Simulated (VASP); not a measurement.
**CsI: single point with r2SCAN**

The system is CsI.

```xyz
2
Lattice="4.5283 0.0000 0.0000 0.0000 4.5283 0.0000 0.0000 0.0000 4.5283" Properties=species:S:1:pos:R:3 pbc="T T T"
Cs    0.0000    0.0000    0.0000
I     2.2642    2.2642    2.2642
```

```json
{"Program": "VASP 6.6.1", "Task": "single point", "Functional": "r2SCAN", "Potentials or basis": "VASP PAW PBE potentials, release 64 (Cs_sv, I)", "Cutoff": "550 eV", "k mesh": "4 × 4 × 4", "Occupations": "fermi-dirac, width 0.15 eV", "Spin": "no spin polarisation", "Dipole correction": "no", "Further INCAR settings": "ALGO = Normal; EDIFF = 1e-06; NBANDS = 15"}
```

* Pressure: 0.8 GPa
* Band gap on the k mesh: 4.57 eV, indirect (least direct gap 4.65 eV)

Levels at points of the mesh, in eV from the valence-band top:
```
           k point  band 6  band 7  band 8  band 9  band 10  band 11
(0.00, 0.00, 0.00)   -0.08   -0.08   -0.08    4.57     4.57     4.70
(0.50, 0.00, 0.00)   -1.61   -0.25   -0.25    5.64     7.27     7.33
(0.50, 0.50, 0.00)   -0.89   -0.89    0.00    4.75     5.53     6.67
(0.50, 0.50, 0.50)   -1.38   -1.38   -1.38    7.83     7.83     7.83
```

It took 54 s on 1 thread of AMD EPYC 7R13 Processor (Zen 3), on a shared host, peak memory 0.19 GiB.

Caveat: the PAW data sets were made with another functional, which shifts forces and pressure a little; spin-orbit coupling is left out, which moves the levels of the heavy elements. r2SCAN opens gaps a little over a GGA but as a rule still falls short of measured ones.
